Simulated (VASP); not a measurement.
# Ti (P6_3/mmc) in VASP: notebook

Aim: see how the results for Ti move with the level of theory and the settings. Levels: PBE, PBE+D3(BJ). Tasks: single point, relaxation of cell and atoms.

Program: VASP 6.6.1. These are calculated values, not measurements. Logs are shortened: lines on timing, memory, paths and dates and some standing lists are left out, and cuts for length are marked.

**1. The cell of the first run**

The structure is hexagonal, space group P6_3/mmc (No. 194). The conventional cell has a = 2.940 Å, b = 2.940 Å, c = 4.648 Å, α = 90.00°, β = 90.00°, γ = 120.00°. Ti (site symmetry -6m2) has 12 Ti at 2.88 to 2.94 Å within 3.8 Å.

**2. Single point, PBE**

The input, INCAR:

```
SYSTEM = Ti
PREC     = Accurate       ! precision mode
ENCUT    = 520            ! plane-wave cutoff, eV
EDIFF    = 1E-7           ! SCF threshold, eV
ISMEAR   = -1             ! smearing method
SIGMA    = 0.05           ! smearing width, eV
LREAL    = .FALSE.        ! projectors in reciprocal space
LASPH    = .TRUE.         ! aspherical terms in the spheres
NELM     = 80             ! most SCF steps
ALGO     = Normal         ! electronic algorithm
ISIF     = 2              ! what is computed and relaxed
LWAVE    = .FALSE.        ! write WAVECAR
LCHARG   = .FALSE.        ! write CHGCAR
GGA      = PE             ! functional
NBANDS   = 19             ! bands
```

The input, KPOINTS:

```
Automatic mesh
0
G
  10 10 6
  0 0 0
```

The input, POSCAR:

```
Ti
1.0
    2.9399866625      0.0000000000      0.0000000000
   -1.4699933313      2.5461031365      0.0000000000
    0.0000000000      0.0000000000      4.6484578731
Ti
2
Direct
    0.6666666667      0.3333333333      0.7500000000
    0.3333333333      0.6666666667      0.2500000000
```

Potentials or basis: VASP PAW PBE potentials, release 64 (Ti_sv).

On the command line:

```sh
> cat potpaw_PBE.64/Ti_sv/POTCAR > POTCAR
> mpirun -np 1 vasp_std > vasp.out
```

OUTCAR:

```text
SYSTEM = Ti
   PREC = Accurate
   ENCUT = 520
   EDIFF = 1E-7
   ISMEAR = -1
   LREAL = .FALSE.
   LASPH = .TRUE.
   NELM = 80
   ISIF = 2
   GGA = PE

 ion  position               nearest neighbor table
   1  0.667  0.333  0.750-   2 2.88   2 2.88   2 2.88   2 2.88   2 2.88   2 2.88
   2  0.333  0.667  0.250-   1 2.88   1 2.88   1 2.88   1 2.88   1 2.88   1 2.88

  LATTYP: Found a hexagonal cell.
 ALAT       =     2.9399866625
 C/A-ratio  =     1.5811152929

  Lattice vectors:

 A1 = (   2.9399866625,   0.0000000000,   0.0000000000)
 A2 = (  -1.4699933313,   2.5461031365,   0.0000000000)
 A3 = (   0.0000000000,   0.0000000000,   4.6484578731)

Analysis of symmetry for initial positions (statically):
=====================================================================
 Subroutine PRICEL returns:
 Original cell was already a primitive cell.

 Routine SETGRP: Setting up the symmetry group for a
 hexagonal supercell.

 Subroutine GETGRP returns: Found 24 space group operations
 (whereof 12 operations were pure point group operations)
 out of a pool of 24 trial point group operations.

The static configuration has the point symmetry D_3d.
 The point group associated with its full space group is D_6h.

Analysis of symmetry for dynamics (positions and initial velocities):
=====================================================================
 Subroutine PRICEL returns:
 Original cell was already a primitive cell.

 Routine SETGRP: Setting up the symmetry group for a
 hexagonal supercell.

 Subroutine GETGRP returns: Found 24 space group operations
 (whereof 12 operations were pure point group operations)
 out of a pool of 24 trial point group operations.

The dynamic configuration has the point symmetry D_3d.
 The point group associated with its full space group is D_6h.

 Subroutine INISYM returns: Found 24 space group operations
 (whereof 12 operations are pure point group operations),
 and found     1 'primitive' translations

----------------------------------------------------------------------------------------

                                     Primitive cell

  volume of cell :      34.7961

  direct lattice vectors                    reciprocal lattice vectors
     2.939986662  0.000000000  0.000000000     0.340137597  0.196378533  0.000000000
    -1.469993331  2.546103137  0.000000000     0.000000000  0.392757067  0.000000000
     0.000000000  0.000000000  4.648457873     0.000000000  0.000000000  0.215125108

  length of vectors
     2.939986662  2.939986663  4.648457873     0.392757067  0.392757067  0.215125108

  position of ions in fractional coordinates (direct lattice)
     0.666666667  0.333333333  0.750000000
     0.333333333  0.666666667  0.250000000

  ion indices of the primitive-cell ions
   primitive index   ion index
                 1           1
                 2           2

----------------------------------------------------------------------------------------

 KPOINTS: Automatic mesh

Automatic generation of k-mesh.
 Grid dimensions read from file:
 generate k-points for:   10   10    6

 Generating k-lattice:

  Cartesian coordinates                     Fractional coordinates (reciprocal lattice)
     0.034013760  0.019637853  0.000000000     0.100000000  0.000000000  0.000000000
     0.000000000  0.039275707  0.000000000     0.000000000  0.100000000  0.000000000
     0.000000000  0.000000000  0.035854185     0.000000000  0.000000000  0.166666667

  Length of vectors
     0.039275707  0.039275707  0.035854185

  Shift w.r.t. Gamma in fractional coordinates (k-lattice)
     0.000000000  0.000000000  0.000000000

 Subroutine IBZKPT returns following result:
 ===========================================

 Found     56 irreducible k-points:

 Following reciprocal coordinates:
            Coordinates               Weight
  0.000000  0.000000  0.000000      1.000000
  0.100000  0.000000  0.000000      6.000000
  0.200000  0.000000  0.000000      6.000000
  0.300000  0.000000  0.000000      6.000000
  0.400000  0.000000  0.000000      6.000000
  0.500000  0.000000  0.000000      3.000000
[... 16 lines left out ...]
  0.300000  0.100000  0.166667     24.000000
  0.400000  0.100000  0.166667     24.000000
 [... further k-points ...]
   k-points           NKPTS =     56   k-points in BZ     NKDIM =     56   number of bands    NBANDS=     19
   number of dos      NEDOS =    301   number of ions     NIONS =      2
   total plane-waves  NPLWV =  20736
   dimension x,y,z NGX =    24 NGY =   24 NGZ =   36
   dimension x,y,z NGXF=    48 NGYF=   48 NGZF=   72
   ions per type =               2
   NGX,Y,Z   is equivalent  to a cutoff of  13.57, 13.57, 12.87 a.u.
   NGXF,Y,Z  is equivalent  to a cutoff of  27.14, 27.14, 25.75 a.u.
 SYSTEM =  Ti
   PREC   = accura    normal or accurate (medium, high low for compatibility)
   ISTART =      0    job   : 0-new  1-cont  2-samecut
   ICHARG =      2    charge: 1-file 2-atom 10-const
   ISPIN  =      1    spin polarized calculation?
   LNONCOLLINEAR =      F non collinear calculations
   LSORBIT =      F    spin-orbit coupling
   LASPH  =      T    aspherical Exc in radial PAW
   ENCUT  =  520.0 eV  38.22 Ry    6.18 a.u.   5.47  5.47  8.64*2*pi/ulx,y,z
   NELM   =     80;   NELMIN=  2; NELMDL= -5     # of ELM steps
   EDIFF  = 0.1E-06   stopping-criterion for ELM
   LREAL  =      F    real-space projection
   EDIFFG = 0.1E-05   stopping-criterion for IOM
   NSW    =      0    number of steps for IOM
   IBRION =     -1    ionic relax: 0-MD 1-quasi-New 2-CG
   NFREE  =      0    steps in history (QN), initial steepest desc. (CG)
   ISIF   =      2    stress and relaxation
   ISYM   =      2    0-nonsym 1-usesym 2-fastsym
   POTIM  = 0.5000    time-step for ionic-motion
   TEBEG  =    0.0;   TEEND  =   0.0 temperature during run
   PSTRESS=    0.0 pullay stress
   NELECT =      24.0000    total number of electrons
   NUPDOWN=      -1.0000    fix difference up-down
   EMIN   =  10.00;   EMAX   =-10.00  energy-range for DOS
   EFERMI =   0.00;   METHOD = LEGACY
   ISMEAR =    -1;   SIGMA  =   0.05  broadening in eV -4-tet -1-fermi 0-gaus
   EFERMI_NEDOS =   21; number of points for ismear=-14 and -15
   IALGO  =     38    algorithm
   IMIX   =      4    mixing-type and parameters
     AMIX     =   0.40;   BMIX     =  1.00
     AMIX_MAG =   1.60;   BMIX_MAG =  1.00
  volume/ion in A,a.u.               =      17.40       117.41
  Fermi-wavevector in a.u.,A,eV,Ry     =   1.446445  2.733384 28.466139  2.092202
  Thomas-Fermi vector in A             =   2.564512
   LORBIT       =      0    0 simple, 1 ext, 2 COOP (PROOUT), +10 PAW based schemes
   GGA     = PE    functional components
   LHFCALC =     F    Hartree Fock is set to
   AEXX    =    0.0000 exact exchange contribution
   IVDW    =     0    specifies the selected vdW correction
   LEPSILON=     F    determine dielectric tensor
   LRPA    =     F    only Hartree local field effects (RPA)
 non-spin polarized calculation
  energy-cutoff  :      520.00
  volume of cell :       34.80
 maximum number of plane-waves:       971
 NGX is ok and might be reduce to    24
   NGX = 11   NGY = 11   NGZ = 17

 number of electron      24.0000002 magnetization

 Free energy of the ion-electron system (eV)
  ---------------------------------------------------
  ext. energy  EPLUGINS =         0.00000000
  ---------------------------------------------------
  free energy    TOTEN  =       -15.67869258 eV

  energy without entropy =      -15.65912760  energy(sigma->0) =      -15.66891009

 E-fermi :   8.3089     XC(G=0): -11.4896

 val. band max:        8.2905370547   @ k =   0.1000   0.0000   0.1667
 cond. band min:       8.3233974303   @ k =   0.0000   0.0000   0.3333
 fundamental gap:      0.0328603757
 Fermi energy:         8.3089246207

 k-point     1 :       0.0000    0.0000    0.0000
  band No.  band energies     occupation
      1     -48.5469      2.00000
      2     -48.4103      2.00000
      3     -25.1346      2.00000
      4     -24.4941      2.00000
      5     -24.4941      2.00000
      6     -24.4283      2.00000
[... 11 lines left out ...]
     18       9.9289      0.00000
     19      11.4609      0.00000

 k-point     2 :       0.1000    0.0000    0.0000
  band No.  band energies     occupation
      1     -48.5373      2.00000
      2     -48.4066      2.00000
      3     -25.1129      2.00000
      4     -24.5378      2.00000
      5     -24.5087      2.00000
      6     -24.4385      2.00000
[... 11 lines left out ...]
     18       9.7795      0.00000
     19      11.5396      0.00000

 k-point     3 :       0.2000    0.0000    0.0000
  band No.  band energies     occupation
      1     -48.5113      2.00000
      2     -48.3976      2.00000
      3     -25.0524      2.00000
      4     -24.6535      2.00000
      5     -24.5543      2.00000
      6     -24.5455      2.00000
[... 11 lines left out ...]
     18      10.2433      0.00000
     19      11.6860      0.00000

 k-point     4 :       0.3000    0.0000    0.0000
  band No.  band energies     occupation
      1     -48.4768      2.00000
      2     -48.3887      2.00000
      3     -24.9659      2.00000
      4     -24.7983      2.00000
      5     -24.6913      2.00000
      6     -24.5888      2.00000
[... 11 lines left out ...]
     18      10.9080      0.00000
     19      11.8012      0.00000

 k-point     5 :       0.4000    0.0000    0.0000
  band No.  band energies     occupation
      1     -48.4450      2.00000
      2     -48.3852      2.00000
      3     -24.9160      2.00000
      4     -24.8762      2.00000
      5     -24.7980      2.00000
      6     -24.6226      2.00000
[... 11 lines left out ...]
     18      11.6503      0.00000
     19      11.8638      0.00000
[... 334 lines left out ...]
      2     -48.4083      2.00000
      3     -25.0383      2.00000
      4     -24.5937      2.00000
      5     -24.5815      2.00000
      6     -24.5226      2.00000
[... 11 lines left out ...]
     18      10.2585      0.00000
     19      11.5906      0.00000

 k-point    22 :       0.2000    0.1000    0.1667
  band No.  band energies     occupation
      1     -48.4826      2.00000
      2     -48.3980      2.00000
      3     -24.9856      2.00000
      4     -24.7146      2.00000
      5     -24.6789      2.00000
      6     -24.5706      2.00000
[... 11 lines left out ...]
     18      10.7764      0.00000
     19      11.6677      0.00000

 k-point    23 :       0.3000    0.1000    0.1667
  band No.  band energies     occupation
      1     -48.4509      2.00000
      2     -48.3903      2.00000
      3     -24.9537      2.00000
      4     -24.8230      2.00000
      5     -24.7544      2.00000
      6     -24.6187      2.00000
[... 11 lines left out ...]
     18      11.3424      0.00000
     19      11.8711      0.00000

 k-point    24 :       0.4000    0.1000    0.1667
  band No.  band energies     occupation
      1     -48.4277      2.00000
      2     -48.3890      2.00000
      3     -24.9819      2.00000
      4     -24.8680      2.00000
      5     -24.7642      2.00000
      6     -24.6403      2.00000
[... 11 lines left out ...]
     18      11.7258      0.00000
     19      12.4414      0.00000

 [... further k-points ...]
[... 5 lines left out ...]
  --------------------------------------------------------------------------------------
  -------------------------------------------------------------------------------------
  Total       -0.0511298     -0.0511298     -0.0701671      0.0000000      0.0000000      0.0000000
  in kB       -2.3542587     -2.3542587     -3.2308273      0.0000000      0.0000000      0.0000000
  external PRESSURE =      -2.6464483 kB  Pullay stress =       0.0000000 kB

 VOLUME and BASIS-vectors are now :
 -----------------------------------------------------------------------------
  energy-cutoff  :      520.00
  volume of cell :       34.80
      direct lattice vectors                 reciprocal lattice vectors
     2.939986662  0.000000000  0.000000000     0.340137597  0.196378533  0.000000000
    -1.469993331  2.546103137  0.000000000     0.000000000  0.392757067  0.000000000
     0.000000000  0.000000000  4.648457873     0.000000000  0.000000000  0.215125108

 POSITION                                       TOTAL-FORCE (eV/Angst)
 -----------------------------------------------------------------------------------
      1.46999      0.84870      3.48634         0.000000      0.000000      0.000000
     -0.00000      1.69740      1.16211        -0.000000      0.000000      0.000000
 -----------------------------------------------------------------------------------
    total drift:                               -0.000000      0.000000     -0.000000

  FREE ENERGIE OF THE ION-ELECTRON SYSTEM (eV)
  ---------------------------------------------------
  free  energy   TOTEN  =       -15.6786925772 eV

  energy  without entropy=      -15.6591276023  energy(sigma->0) =      -15.66891009
```

It took 14 s on 1 thread of Intel Xeon 6975P-C (Granite Rapids), shared host; peak memory 0.17 GiB.

Results:

```
Free energy            : -15.6787 eV
Pressure               : -0.3 GPa
Band gap on the k mesh : zero (band 12 reaches 9.09 eV, above the bottom of band 13 at 8.09 eV)
```

Stress tensor (GPa, compression positive):
```
-0.24  0.00  0.00
 0.00 -0.24  0.00
 0.00  0.00 -0.32
```

Levels at points of the mesh, in eV from the Fermi level:
| k point | band 8 | band 9 | band 10 | band 11 | band 12 | band 13 | band 14 | band 15 | band 16 | band 17 |
| --- | --- | --- | --- | --- | --- | --- | --- | --- | --- | --- |
| (0.00, 0.00, 0.00) | -32.70 | -6.20 | -2.68 | 0.78 | 0.78 | 0.79 | 0.90 | 1.28 | 1.28 | 1.62 |
| (0.50, 0.00, 0.00) | -32.77 | -2.34 | -2.14 | -1.83 | -0.63 | 0.48 | 0.64 | 1.19 | 3.33 | 3.57 |
| (0.00, 0.00, 0.50) | -32.75 | -4.34 | -4.34 | 0.10 | 0.10 | 0.68 | 0.68 | 0.68 | 0.68 | 2.80 |
| (0.50, 0.00, 0.50) | -32.86 | -2.53 | -2.53 | -0.80 | -0.80 | 1.33 | 1.33 | 1.73 | 1.73 | 3.47 |

**3. Single point, PBE+D3(BJ)**

This run uses another cell than the first one, of 17.64 Å³/atom, 1.014 times its volume.

The input, INCAR:

```
PREC = Accurate
ENCUT = 520
EDIFF = 1E-6
ISMEAR = -1
SIGMA = 0.05
LREAL = False
LASPH = True
NELM = 100
ALGO = Normal
ISIF = 2
LWAVE = False
LCHARG = False
GGA = PE
IVDW = 12
NBANDS = 19
```

The input, KPOINTS:

```
Automatic mesh
0
Gamma
  10 10 6
```

The input, POSCAR:

```
Ti
1.0
    2.9500000000      0.0000000000      0.0000000000
   -1.4750000000      2.5547749412      0.0000000000
    0.0000000000      0.0000000000      4.6800000000
Ti
2
Direct
    0.6666666667      0.3333333333      0.7500000000
    0.3333333333      0.6666666667      0.2500000000
```

Potentials or basis: VASP PAW PBE potentials, release 64 (Ti_sv).

On the command line:

```sh
> cat potpaw_PBE.64/Ti_sv/POTCAR > POTCAR
> mpirun -np 1 vasp_std > vasp.out
```

It took 12 s on 1 thread of Intel Xeon 6975P-C (Granite Rapids), shared host; peak memory 0.17 GiB.

It converged, with:

| Item | Value |
| --- | --- |
| Free energy | -16.8600 eV |
| Pressure | -7.3 GPa |
| Band gap on the k mesh | zero (band 12 reaches 8.94 eV, above the bottom of band 13 at 7.94 eV) |
| Dispersion energy per atom | -0.592 eV |

Stress tensor (GPa, compression positive):
```
-7.16  0.00  0.00
 0.00 -7.16  0.00
 0.00  0.00 -7.58
```

Levels at points of the mesh, in eV from the Fermi level:
| k point | band 10 | band 11 | band 12 | band 13 | band 14 | band 15 |
| --- | --- | --- | --- | --- | --- | --- |
| (0.00, 0.00, 0.00) | -2.64 | 0.73 | 0.78 | 0.78 | 0.87 | 1.26 |
| (0.50, 0.00, 0.00) | -2.10 | -1.80 | -0.63 | 0.50 | 0.62 | 1.16 |
| (0.00, 0.00, 0.50) | -4.33 | 0.09 | 0.09 | 0.69 | 0.69 | 0.69 |
| (0.50, 0.00, 0.50) | -2.49 | -0.79 | -0.79 | 1.30 | 1.30 | 1.71 |

Caveat: three body term missing; pairwise dispersion overbinds metals, which lowers pressure and volume.

**4. Relaxation of cell and atoms, PBE**

This run uses another cell than the first one, of 17.64 Å³/atom, 1.014 times its volume.

The input, INCAR:

```
  PREC = Accurate
  ENCUT = 600
  EDIFF = 1E-6
  ISMEAR = -1
  SIGMA = 0.05
  LREAL = F
  LASPH = T
  NELM = 100
  ALGO = Normal
  ISIF = 3
  LWAVE = F
  LCHARG = F
  GGA = PE
  IBRION = 2
  NSW = 60
  EDIFFG = -0.01
```

KPOINTS is that of step 3.

POSCAR is that of step 3.

On the command line:

```sh
> cat potpaw_PBE.64/Ti_sv/POTCAR > POTCAR
> mpirun -np 1 vasp_std > vasp.out
```

Wall time 41 s (1 thread of Intel Xeon 6975P-C (Granite Rapids), shared host); peak memory 0.17 GiB.

Results (log left out):

- Free energy: -15.6784 eV
- Relaxed volume: 17.36 Å³/atom
- Relaxed cell: a = 2.937 Å, b = 2.937 Å, c = 4.647 Å, α = 90.00°, β = 90.00°, γ = 120.00°
- Space group after relaxing (to 0.05 Å): P6_3/mmc (No. 194)
- Energy gained by relaxing: 1.6 meV/atom
- Ionic steps: 4
- Pressure after relaxing: 0.0 GPa
- Band gap on the k mesh: zero (band 12 reaches 9.12 eV, above the bottom of band 13 at 8.12 eV)

Stress tensor (GPa, compression positive):
```
 0.07  0.00  0.00
 0.00  0.07  0.00
 0.00  0.00 -0.08
```

The path:
```
step  energy change (eV)  largest force (eV/Å)  pressure (GPa)  volume (Å³)
   1              0.0000                0.0000           -1.70        35.27
   2             -0.0016                0.0000            1.28        34.32
   3             -0.0031                0.0000            0.01        34.71
   4             -0.0031                0.0000            0.02        34.71
```

Final structure:
```yaml
crystal:
  lattice:
    - [2.93687, 0.00000, 0.00000]
    - [-1.46843, 2.54340, 0.00000]
    - [0.00000, 0.00000, 4.64681]
  atoms:
    - { symbol: Ti, position: [0.66667, 0.33333, 0.75000] }
    - { symbol: Ti, position: [0.33333, 0.66667, 0.25000] }
```

Levels at points of the mesh, in eV from the Fermi level:
| k point | band 8 | band 9 | band 10 | band 11 | band 12 | band 13 | band 14 | band 15 | band 16 |
| --- | --- | --- | --- | --- | --- | --- | --- | --- | --- |
| (0.00, 0.00, 0.00) | -32.69 | -6.20 | -2.68 | 0.78 | 0.78 | 0.79 | 0.90 | 1.28 | 1.28 |
| (0.50, 0.00, 0.00) | -32.77 | -2.34 | -2.15 | -1.84 | -0.62 | 0.48 | 0.64 | 1.19 | 3.35 |
| (0.00, 0.00, 0.50) | -32.75 | -4.34 | -4.34 | 0.10 | 0.10 | 0.69 | 0.69 | 0.69 | 0.69 |
| (0.50, 0.00, 0.50) | -32.85 | -2.53 | -2.53 | -0.80 | -0.80 | 1.34 | 1.34 | 1.74 | 1.74 |

(Continued in part 2 of 2.)
